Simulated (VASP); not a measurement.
Set up this calculation in VASP 6.6.1, as the native input.

```yaml
Task: single point
Functional: PBE
Potentials_or_basis: VASP PAW PBE potentials, release 64 (Pb_d)
Cutoff: 520 eV
k_mesh: 9 × 9 × 9
Occupations: fermi-dirac, width 0.01 eV
Spin: no spin polarisation
Dipole_correction: no
Further_INCAR_settings: ALGO = Normal; EDIFF = 1e-06; NBANDS = 13
```

The structure of Pb lies in POSCAR:

```
Pb
1.0
    0.0000000000      2.4750200000      2.4750200000
    2.4750200000      0.0000000000      2.4750200000
    2.4750200000      2.4750200000      0.0000000000
Pb
1
Direct
    0.0000000000      0.0000000000      0.0000000000
```

These files were run (other wordings do the same):

INCAR

```
ALGO = Normal
EDIFF = 1E-6
ENCUT = 520
GGA = PE
ISIF = 2
ISMEAR = -1
LASPH = True
LCHARG = False
LREAL = False
LWAVE = False
NBANDS = 13
NELM = 100
PREC = Accurate
SIGMA = 0.01
```

KPOINTS

```
k-points
0
Gamma
  9 9 9
```

Potentials or basis: VASP PAW PBE potentials, release 64 (Pb_d).

The run is started by

```sh
$ cat potpaw_PBE.64/Pb_d/POTCAR > POTCAR
$ mpirun -np 1 vasp_std > vasp.out
```

Results of the run:

```yaml
Pressure: 2.2 GPa
Band_gap_on_the_k_mesh: zero (band 7 reaches 14.70 eV, above the bottom of band 8 at 5.74 eV)
```

Caveat: spin-orbit coupling is left out, which moves the levels of the heavy elements.

Wall time 20 s on 1 thread of Intel Xeon 6975P-C, on a shared host, peak memory 0.16 GiB.
